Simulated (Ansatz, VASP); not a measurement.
## Two plane-wave programs on FeGe

```
Ge Fe
1.0
     4.99760    0.00000    0.00000
    -2.49880    4.32805    0.00000
     0.00000    0.00000    4.11576
Ge Fe
3 3
Direct
  0.66667 0.33333 0.50000
  0.33333 0.66667 0.50000
  0.00000 0.00000 0.00000
  0.00000 0.50000 0.00000
  0.50000 0.50000 0.00000
  0.50000 0.00000 0.00000
```

Alike in both runs: task single point; functional PBEsol; k mesh 6 × 6 × 7; occupations fermi-dirac, width 0.05 eV; no spin polarisation.

|  | VASP | Ansatz |
| --- | --- | --- |
| version | VASP 6.6.1 | Ansatz 0.2.0 |
| potentials or method | VASP PAW PBE potentials, release 64 (Ge_d, Fe) | Ansatz PAW |
| plane-wave cutoff (eV) | 520 | 420 |
| valence electrons in the cell | 66 | 90 |

Ansatz gave:

```
gap on the k mesh at the Fermi level (eV)                     : none
pressure (GPa)                                                : -12.9
traceless stress, the component that is largest in VASP (GPa) : -4.97
```

Question: Estimate VASP's values.

Answer: gap on the k mesh at the Fermi level (eV): none; pressure (GPa): -12.8; traceless stress, the component that is largest in VASP (GPa): -5.02.

VASP's potentials were made for PBE, not for PBEsol. A gap of «none» marks a metal or a gap that the smearing closes. VASP's potentials hold 66 valence electrons a cell and Ansatz's 90, so a difference there can come from the potentials and not from the codes.
